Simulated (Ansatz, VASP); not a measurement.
CoO: VASP beside Ansatz

```
Co O
1.0
     0.00000    2.10269    2.10269
     2.10269    0.00000    2.10269
     2.10269    2.10269    0.00000
Co O
1 1
Direct
  0.00000 0.00000 0.00000
  0.50000 0.50000 0.50000
```

Alike in both runs: task single point; functional BLYP; dispersion D3(BJ); k mesh 11 × 11 × 11; occupations fermi-dirac, width 0.05 eV; collinear spin.

|  | VASP | Ansatz |
| --- | --- | --- |
| version | VASP 6.6.1 | Ansatz 0.2.0 |
| potentials or method | VASP PAW PBE potentials, release 64 (Co_sv, O) | Ansatz PAW |
| plane-wave cutoff (eV) | 600 | 420 |
| valence electrons in the cell | 23 | 23 |

```csv
,VASP,Ansatz,Ansatz less VASP
gap on the k mesh at the Fermi level (eV),none,none,-
pressure (GPa),-0.6,2.4,+3.02
net moment per atom (μB),1.24,1.28,+0.038
size of the moment on the site where the two differ most (μB),0.20,0.23,+0.033
```

VASP's potentials were made for PBE, not for BLYP. Site moments also hang on the region over which each program counts them. A gap of «none» marks a metal or a gap that the smearing closes.
